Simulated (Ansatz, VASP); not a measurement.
## MgO in VASP and in Ansatz

```xyz
6
Lattice="2.7557 -2.7574 0.0000 2.7557 2.7574 0.0000 0.0000 0.0000 5.6884" Properties=species:S:1:pos:R:3 pbc="T T T"
Mg    0.0000    0.0000    5.6774
Mg    1.3405    0.0000    2.2919
Mg    4.1710    0.0000    2.2919
O     0.0000    0.0000    3.8297
O     2.7557   -1.3756    1.4872
O     2.7557    1.3756    1.4872
```

Alike in both runs: task relaxation of cell and atoms; functional PBE; k mesh 8 × 8 × 6; occupations gaussian, width 0.02 eV; no spin polarisation.

|  | VASP | Ansatz |
| --- | --- | --- |
| version | VASP 6.6.1 | Ansatz 0.2.0 |
| potentials or method | VASP PAW PBE potentials, release 64 (Mg, O), cutoff 600 eV | scalar-relativistic, plane waves, PAW |
| valence electrons in the cell | 24 | 48 |

Ansatz gave:

- gap on the k mesh at the Fermi level, each at its own relaxed structure (eV): 1.35
- relaxed volume (Å³/atom): 14.42
- relaxed cell length with the largest relative difference (Å): 3.901

Task: What did VASP give for the same quantities?

Result: gap on the k mesh at the Fermi level, each at its own relaxed structure (eV): 1.34; relaxed volume (Å³/atom): 14.35; relaxed cell length with the largest relative difference (Å): 3.893.

VASP's potentials hold 24 valence electrons a cell and Ansatz's 48, so a difference there can come from the potentials and not from the codes.
